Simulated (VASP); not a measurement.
# Al (Fmmm) in VASP: further runs

Al is run at these levels: PBEsol; tasks: single point.

Program: VASP 6.6.1. These are calculated values, not measurements. Logs are shortened: lines on timing, memory, paths and dates and some standing lists are left out, and cuts for length are marked.

### 1 The cell of the first run

It takes space group Fmmm (No. 69, orthorhombic). Conventional cell: a = 3.182 Å, b = 4.411 Å, c = 4.591 Å, α = 90.00°, β = 90.00°, γ = 90.00°. Al (site symmetry mmm) has 14 Al at 2.72 to 3.18 Å within 3.6 Å.

### 2 Single point, PBEsol

File INCAR:

```
PREC     = Accurate       # precision mode
ENCUT    = 520            # plane-wave cutoff, eV
EDIFF    = 1E-6           # SCF threshold, eV
ISMEAR   = -1             # smearing method
SIGMA    = 0.05           # smearing width, eV
LREAL    = False          # projectors in reciprocal space
LASPH    = True           # aspherical terms in the spheres
NELM     = 60             # most SCF steps
ALGO     = Fast           # electronic algorithm
ISIF     = 2              # what is computed and relaxed
LWAVE    = False          # write WAVECAR
LCHARG   = False          # write CHGCAR
GGA      = PS             # functional
NBANDS   = 8              # bands
```

File KPOINTS:

```
regular mesh
0
Gamma
  10 10 10
```

File POSCAR:

```
Al
1.0
   -1.6230430638      1.6230430638      1.5912186900
    1.6230430638     -1.6230430638      1.5912186900
    1.5593943162      1.5593943162     -1.5912186900
Al
1
Direct
    0.0000000000      0.0000000000      0.0000000000
```

Potentials or basis: VASP PAW PBE potentials, release 64 (Al).

The run is started by

```sh
cat potpaw_PBE.64/Al/POTCAR > POTCAR
mpirun -np 1 vasp_std > vasp.out
```

OUTCAR:

```text
PREC = Accurate
   ENCUT = 520
   EDIFF = 1E-6
   ISMEAR = -1
   LREAL = False
   LASPH = True
   NELM = 60
   ISIF = 2
   GGA = PS

 ion  position               nearest neighbor table
   1  0.000  0.000  0.000-

  LATTYP: Found a face centered orthorhombic cell.
 ALAT       =     3.1824373800
 B/A-ratio  =     1.3859292911
 C/A-ratio  =     1.4424978336

  Lattice vectors:

 A1 = (  -0.0636487476,   3.1824373800,   0.0000000000)
 A2 = (  -1.6230430638,   1.6230430638,   1.5912186900)
 A3 = (   1.5593943162,   1.5593943162,   1.5912186900)

Analysis of symmetry for initial positions (statically):
=====================================================================
 Subroutine PRICEL returns:
 Original cell was already a primitive cell.

 Routine SETGRP: Setting up the symmetry group for a
 face centered orthorhombic supercell.

 Subroutine GETGRP returns: Found  8 space group operations
 (whereof  8 operations were pure point group operations)
 out of a pool of  8 trial point group operations.

The static configuration has the point symmetry D_2h.

Analysis of symmetry for dynamics (positions and initial velocities):
=====================================================================
 Subroutine PRICEL returns:
 Original cell was already a primitive cell.

 Routine SETGRP: Setting up the symmetry group for a
 face centered orthorhombic supercell.

 Subroutine GETGRP returns: Found  8 space group operations
 (whereof  8 operations were pure point group operations)
 out of a pool of  8 trial point group operations.

The dynamic configuration has the point symmetry D_2h.

 Subroutine INISYM returns: Found  8 space group operations
 (whereof  8 operations are pure point group operations),
 and found     1 'primitive' translations

----------------------------------------------------------------------------------------

                                     Primitive cell

  volume of cell :      16.1093

  direct lattice vectors                    reciprocal lattice vectors
    -1.623043064  1.623043064  1.591218690     0.006287006  0.314350305  0.314224565
     1.623043064 -1.623043064  1.591218690     0.314350305  0.006287006  0.314224565
[... 76 lines left out ...]
   ICHARG =      2    charge: 1-file 2-atom 10-const
   ISPIN  =      1    spin polarized calculation?
   LNONCOLLINEAR =      F non collinear calculations
   LSORBIT =      F    spin-orbit coupling
   LASPH  =      T    aspherical Exc in radial PAW
   ENCUT  =  520.0 eV  38.22 Ry    6.18 a.u.   5.19  5.19  5.06*2*pi/ulx,y,z
   NELM   =     60;   NELMIN=  2; NELMDL= -5     # of ELM steps
   EDIFF  = 0.1E-05   stopping-criterion for ELM
   LREAL  =      F    real-space projection
   EDIFFG = 0.1E-04   stopping-criterion for IOM
   NSW    =      0    number of steps for IOM
   IBRION =     -1    ionic relax: 0-MD 1-quasi-New 2-CG
   NFREE  =      0    steps in history (QN), initial steepest desc. (CG)
   ISIF   =      2    stress and relaxation
   ISYM   =      2    0-nonsym 1-usesym 2-fastsym
   POTIM  = 0.5000    time-step for ionic-motion
   TEBEG  =    0.0;   TEEND  =   0.0 temperature during run
   PSTRESS=    0.0 pullay stress
   NELECT =       3.0000    total number of electrons
   NUPDOWN=      -1.0000    fix difference up-down
   EMIN   =  10.00;   EMAX   =-10.00  energy-range for DOS
   EFERMI =   0.00;   METHOD = LEGACY
   ISMEAR =    -1;   SIGMA  =   0.05  broadening in eV -4-tet -1-fermi 0-gaus
   EFERMI_NEDOS =   21; number of points for ismear=-14 and -15
   IALGO  =     68    algorithm
   IMIX   =      4    mixing-type and parameters
     AMIX     =   0.40;   BMIX     =  1.00
     AMIX_MAG =   1.60;   BMIX_MAG =  1.00
  volume/ion in A,a.u.               =      16.11       108.71
  Fermi-wavevector in a.u.,A,eV,Ry     =   0.934882  1.766670 11.891542  0.874004
  Thomas-Fermi vector in A             =   2.061732
   LORBIT       =      0    0 simple, 1 ext, 2 COOP (PROOUT), +10 PAW based schemes
   GGA     = PS    functional components
   LHFCALC =     F    Hartree Fock is set to
   AEXX    =    0.0000 exact exchange contribution
   IVDW    =     0    specifies the selected vdW correction
   LEPSILON=     F    determine dielectric tensor
   LRPA    =     F    only Hartree local field effects (RPA)
 non-spin polarized calculation
 RMM-DIIS sequential band-by-band and
  energy-cutoff  :      520.00
  volume of cell :       16.11
 maximum number of plane-waves:       445
 NGX is ok and might be reduce to    24
   NGX = 11   NGY = 11   NGZ = 11

 number of electron       3.0000000 magnetization

 Free energy of the ion-electron system (eV)
  ---------------------------------------------------
  ext. energy  EPLUGINS =         0.00000000
  ---------------------------------------------------
  free energy    TOTEN  =        -3.99508050 eV

  energy without entropy =       -3.99144810  energy(sigma->0) =       -3.99326430

 E-fermi :   8.1984     XC(G=0): -10.3474

 val. band max:        8.1875651195   @ k =  -0.2000  -0.4000   0.2000
 cond. band min:       8.2100246017   @ k =  -0.3000   0.5000   0.1000
 fundamental gap:      0.0224594821
 Fermi energy:         8.1983965736

 k-point     1 :       0.0000    0.0000    0.0000
  band No.  band energies     occupation
      1      -3.0905      2.00000
      2      21.3162      0.00000
      3      21.3836      0.00000
      4      21.8818      0.00000
      5      22.6060      0.00000
      6      23.2470      0.00000
      7      23.6655      0.00000
      8      24.6881      0.00000
[... 243 lines left out ...]
 k-point    24 :       0.4000    0.3000   -0.0000
  band No.  band energies     occupation
      1       4.3828      2.00000
      2       6.8977      2.00000
      3       7.7582      1.99970
      4      16.0013      0.00000
      5      23.6209      0.00000
      6      24.2221      0.00000
      7      26.2737      0.00000
      8      30.5124      0.00000

 [... further k-points ...]
[... 5 lines left out ...]
  --------------------------------------------------------------------------------------
  -------------------------------------------------------------------------------------
  Total        0.2553145      0.2553145      0.3697483      0.4578453      0.0000000      0.0000000
  in kB       25.3927742     25.3927742     36.7740069     45.5358515      0.0000000      0.0000000
  external PRESSURE =      29.1865184 kB  Pullay stress =       0.0000000 kB

 VOLUME and BASIS-vectors are now :
 -----------------------------------------------------------------------------
  energy-cutoff  :      520.00
  volume of cell :       16.11
      direct lattice vectors                 reciprocal lattice vectors
    -1.623043064  1.623043064  1.591218690     0.006287006  0.314350305  0.314224565
     1.623043064 -1.623043064  1.591218690     0.314350305  0.006287006  0.314224565
     1.559394316  1.559394316 -1.591218690     0.320637311  0.320637311  0.000000000

 POSITION                                       TOTAL-FORCE (eV/Angst)
 -----------------------------------------------------------------------------------
      0.00000      0.00000      0.00000         0.000000      0.000000      0.000000
 -----------------------------------------------------------------------------------
    total drift:                                0.000000      0.000000     -0.000000

  FREE ENERGIE OF THE ION-ELECTRON SYSTEM (eV)
  ---------------------------------------------------
  free  energy   TOTEN  =        -3.9950804988 eV

  energy  without entropy=       -3.9914480977  energy(sigma->0) =       -3.99326430
```

Run time: 19 s. Hardware: 1 thread of Intel Xeon 8259CL, shared host; peak memory 0.14 GiB.

What came out:

```
Free energy : -3.9951 eV
Pressure    : 2.9 GPa
```

Levels at points of the mesh, in eV from the Fermi level:
| k point | band 1 | band 2 | band 3 | band 4 | band 5 | band 6 |
| --- | --- | --- | --- | --- | --- | --- |
| (0.00, 0.00, 0.00) | -11.29 | 13.12 | 13.19 | 13.68 | 14.41 | 15.05 |
| (0.50, 0.00, 0.00) | -4.40 | -3.88 | 8.19 | 8.25 | 10.33 | 11.70 |
| (0.50, 0.50, 0.00) | -4.58 | -4.26 | 8.42 | 8.74 | 10.35 | 12.02 |
| (0.00, 0.00, 0.50) | -4.21 | -3.49 | 7.95 | 8.22 | 9.94 | 11.23 |
| (0.50, 0.50, 0.50) | 1.74 | 1.91 | 2.12 | 2.94 | 2.96 | 5.89 |

Caveat: the PAW data sets were made with another functional, which shifts forces and pressure a little.

### 3 Single point, PBEsol

File INCAR:

```
SYSTEM = Al
ALGO = Normal
EDIFF = 1E-7
ENCUT = 520
GGA = PS
ISIF = 2
ISMEAR = -1
LASPH = .True.
LCHARG = .False.
LREAL = .False.
LWAVE = .False.
NBANDS = 8
NELM = 60
PREC = Accurate
SIGMA = 0.05
```

File KPOINTS:

```
k-points
0
Gamma
  10 10 10
  0 0 0
```

File POSCAR:

```
Al
1.0
   -1.6071308769      1.6071308769      1.5912186900
    1.6071308769     -1.6071308769      1.5912186900
    1.5753065031      1.5753065031     -1.5912186900
Al
1
Direct
    0.0000000000      0.0000000000      0.0000000000
```

Potentials or basis: VASP PAW PBE potentials, release 64 (Al).

The run is started by

```sh
cat potpaw_PBE.64/Al/POTCAR > POTCAR
mpirun -np 1 vasp_std > vasp.out
```

OUTCAR:

```text
SYSTEM = Al
   EDIFF = 1E-7
   ENCUT = 520
   GGA = PS
   ISIF = 2
   ISMEAR = -1
   LASPH = .True.
   LREAL = .False.
   NELM = 60
   PREC = Accurate

 ion  position               nearest neighbor table
   1  0.000  0.000  0.000-

  LATTYP: Found a face centered orthorhombic cell.
 ALAT       =     3.1824373800
 B/A-ratio  =     1.4000714267
 C/A-ratio  =     1.4283556980

  Lattice vectors:

 A1 = (  -0.0318243738,   3.1824373800,   0.0000000000)
 A2 = (  -1.6071308769,   1.6071308769,   1.5912186900)
 A3 = (   1.5753065031,   1.5753065031,   1.5912186900)

[... 434 lines left out ...]
      1       4.4700      2.00000
      2       6.9815      2.00000
      3       7.7654      1.99940
      4      15.7609      0.00000
      5      23.5140      0.00000
      6      23.9967      0.00000
      7      26.0826      0.00000
      8      30.6332      0.00000

 [... further k-points ...]
[... 5 lines left out ...]
  --------------------------------------------------------------------------------------
  -------------------------------------------------------------------------------------
  Total        0.2813243      0.2813243      0.2987037      0.2731577      0.0000000      0.0000000
  in kB       27.9712331     27.9712331     29.6992160     27.1592563      0.0000000      0.0000000
  external PRESSURE =      28.5472274 kB  Pullay stress =       0.0000000 kB

 VOLUME and BASIS-vectors are now :
 -----------------------------------------------------------------------------
  energy-cutoff  :      520.00
  volume of cell :       16.11
      direct lattice vectors                 reciprocal lattice vectors
    -1.607130877  1.607130877  1.591218690     0.003142560  0.314255990  0.314224565
     1.607130877 -1.607130877  1.591218690     0.314255990  0.003142560  0.314224565
     1.575306503  1.575306503 -1.591218690     0.317398550  0.317398550  0.000000000

 POSITION                                       TOTAL-FORCE (eV/Angst)
 -----------------------------------------------------------------------------------
      0.00000      0.00000      0.00000        -0.000000      0.000000      0.000000
 -----------------------------------------------------------------------------------
    total drift:                                0.000000      0.000000     -0.000000

  FREE ENERGIE OF THE ION-ELECTRON SYSTEM (eV)
  ---------------------------------------------------
  free  energy   TOTEN  =        -4.0027007803 eV

  energy  without entropy=       -3.9999486663  energy(sigma->0) =       -4.00132472
```

stdout:

```text
POSCAR found type information on POSCAR Al
 POSCAR found :  1 types and       1 ions
 scaLAPACK will be used
 -----------------------------------------------------------------------------
|                                                                             |
|                                                                             |
|     You enforced a specific xc type in the INCAR file but a different       |
|     I HOPE YOU KNOW WHAT YOU ARE DOING!                                     |
|                                                                             |
 -----------------------------------------------------------------------------

 LDA part: xc-table for (Slater+PW92), standard interpolation
 POSCAR, INCAR and KPOINTS ok, starting setup
 FFT: planning ... GRIDC
 FFT: planning ... GRID_SOFT
 FFT: planning ... GRID
 WAVECAR not read
 entering main loop
```

Run time: 23 s. Hardware: 1 thread of Intel Xeon 8259CL, shared host; peak memory 0.14 GiB.

What came out:

- Free energy: -4.0027 eV
- Pressure: 2.9 GPa

Levels at points of the mesh, in eV from the Fermi level:
| k point | band 1 | band 2 | band 3 | band 4 | band 5 | band 6 |
| --- | --- | --- | --- | --- | --- | --- |
| (0.00, 0.00, 0.00) | -11.26 | 13.28 | 13.36 | 13.56 | 14.77 | 15.06 |
| (0.50, 0.00, 0.00) | -4.38 | -3.85 | 8.33 | 8.33 | 10.21 | 11.66 |
| (0.50, 0.50, 0.00) | -4.47 | -4.04 | 8.39 | 8.56 | 10.27 | 11.84 |
| (0.00, 0.00, 0.50) | -4.28 | -3.66 | 8.17 | 8.29 | 10.06 | 11.45 |
| (0.50, 0.50, 0.50) | 1.84 | 1.94 | 2.04 | 2.97 | 2.97 | 5.91 |

Caveat: the PAW data sets were made with another functional, which shifts forces and pressure a little.

### 4 Single point, PBEsol

File INCAR:

```
ALGO = Normal
EDIFF = 1E-6
ENCUT = 520
GGA = PS
ISIF = 2
ISMEAR = -1
LASPH = True
LCHARG = True
LELF = True
LREAL = False
LVHAR = True
LWAVE = False
NBANDS = 8
NELM = 100
PREC = Accurate
SIGMA = 0.05
```

File KPOINTS:

```
k-points
0
Gamma
  10 10 10
```

File POSCAR:

```
Al
1.0
   -1.5991747834      1.5991747834      1.5912186900
    1.5991747834     -1.5991747834      1.5912186900
    1.5832625966      1.5832625966     -1.5912186900
Al
1
Direct
    0.0000000000      0.0000000000      0.0000000000
```

Potentials or basis: VASP PAW PBE potentials, release 64 (Al).

The run is started by

```sh
cat potpaw_PBE.64/Al/POTCAR > POTCAR
mpirun -np 1 vasp_std > vasp.out
```

OUTCAR:

```text
EDIFF = 1E-6
   ENCUT = 520
   GGA = PS
   ISIF = 2
   ISMEAR = -1
   LASPH = True
   LREAL = False
   NELM = 100
   PREC = Accurate

 ion  position               nearest neighbor table
   1  0.000  0.000  0.000-

  LATTYP: Found a face centered orthorhombic cell.
 ALAT       =     3.1824373800
 B/A-ratio  =     1.4071424946
 C/A-ratio  =     1.4212846301

  Lattice vectors:

 A1 = (  -0.0159121868,   3.1824373800,   0.0000000000)
 A2 = (  -1.5991747834,   1.5991747834,   1.5912186900)
[... 436 lines left out ...]
      1       4.5144      2.00000
      2       7.0142      2.00000
      3       7.7818      1.99904
      4      15.6434      0.00000
      5      23.4448      0.00000
      6      23.9027      0.00000
      7      25.9908      0.00000
      8      30.6813      0.00000

 [... further k-points ...]
[... 5 lines left out ...]
  --------------------------------------------------------------------------------------
  -------------------------------------------------------------------------------------
  Total        0.2853708      0.2853708      0.2823381      0.1304674     -0.0000000      0.0000000
  in kB       28.3714420     28.3714420     28.0699326     12.9710096     -0.0000000      0.0000000
  external PRESSURE =      28.2709389 kB  Pullay stress =       0.0000000 kB

 VOLUME and BASIS-vectors are now :
 -----------------------------------------------------------------------------
  energy-cutoff  :      520.00
  volume of cell :       16.12
      direct lattice vectors                 reciprocal lattice vectors
    -1.599174783  1.599174783  1.591218690     0.001571162  0.314232420  0.314224565
     1.599174783 -1.599174783  1.591218690     0.314232420  0.001571162  0.314224565
     1.583262597  1.583262597 -1.591218690     0.315803582  0.315803582  0.000000000

 POSITION                                       TOTAL-FORCE (eV/Angst)
 -----------------------------------------------------------------------------------
      0.00000      0.00000      0.00000         0.000000     -0.000000      0.000000
 -----------------------------------------------------------------------------------
    total drift:                                0.000000      0.000000     -0.000000

  FREE ENERGIE OF THE ION-ELECTRON SYSTEM (eV)
  ---------------------------------------------------
  free  energy   TOTEN  =        -4.0047499019 eV

  energy  without entropy=       -4.0021882511  energy(sigma->0) =       -4.00346908
```

stdout:

```text
POSCAR found type information on POSCAR Al
 POSCAR found :  1 types and       1 ions
 scaLAPACK will be used
 -----------------------------------------------------------------------------
|                                                                             |
|                                                                             |
|     You enforced a specific xc type in the INCAR file but a different       |
|     I HOPE YOU KNOW WHAT YOU ARE DOING!                                     |
|                                                                             |
 -----------------------------------------------------------------------------

 LDA part: xc-table for (Slater+PW92), standard interpolation
 POSCAR, INCAR and KPOINTS ok, starting setup
 FFT: planning ... GRIDC
 FFT: planning ... GRID_SOFT
 FFT: planning ... GRID
 WAVECAR not read
 entering main loop
```

Run time: 19 s. Hardware: 1 thread of Intel Xeon 8259CL, shared host; peak memory 0.14 GiB.

Results:

```yaml
Free_energy: -4.0047 eV
Pressure: 2.8 GPa
```

Caveat: the PAW data sets were made with another functional, which shifts forces and pressure a little.

(Part 1 of 2 ends here.)
